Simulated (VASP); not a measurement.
Input of a VASP 6.6.1 run:

The input INCAR:

```
SYSTEM = TePt
  PREC = Accurate
  ENCUT = 520
  EDIFF = 1E-7
  ISMEAR = 1
  SIGMA = 0.1
  LREAL = .False.
  LASPH = .True.
  NELM = 60
  ALGO = Normal
  ISIF = 2
  LWAVE = .False.
  LCHARG = .False.
  GGA = PS
  NBANDS = 24
```

The input KPOINTS:

```
Automatic mesh
0
Gamma
  7 7 4
  0 0 0
```

The input POSCAR:

```
TePt
1.0
    4.1110000000      0.0000000000      0.0000000000
   -2.0555000000      3.5602304300      0.0000000000
    0.0000000000      0.0000000000      5.4460000000
Te Pt
2 2
Direct
    0.3333333333      0.6666666667      0.2500000000
    0.6666666667      0.3333333333      0.7500000000
    0.0000000000      0.0000000000      0.0000000000
    0.0000000000      0.0000000000      0.5000000000
```

Potentials or basis: VASP PAW PBE potentials, release 64 (Te, Pt).

Launch:

```bash
$ cat potpaw_PBE.64/Te/POTCAR potpaw_PBE.64/Pt/POTCAR > POTCAR
$ mpirun -np 1 vasp_std > vasp.out
```

Task: What does it give for the band gap on the k mesh?

Result: Zero (band 16 reaches 11.80 eV, above the bottom of band 17 at 10.40 eV).

Task: Predict the pressure.

Result: 11.4 GPa.

Stress tensor (GPa, compression positive):
```
11.80  0.00  0.00
 0.00 11.80  0.00
 0.00  0.00 10.67
```

Caveat: the PAW data sets were made with another functional, which shifts forces and pressure a little; spin-orbit coupling is left out, which moves the levels of the heavy elements.
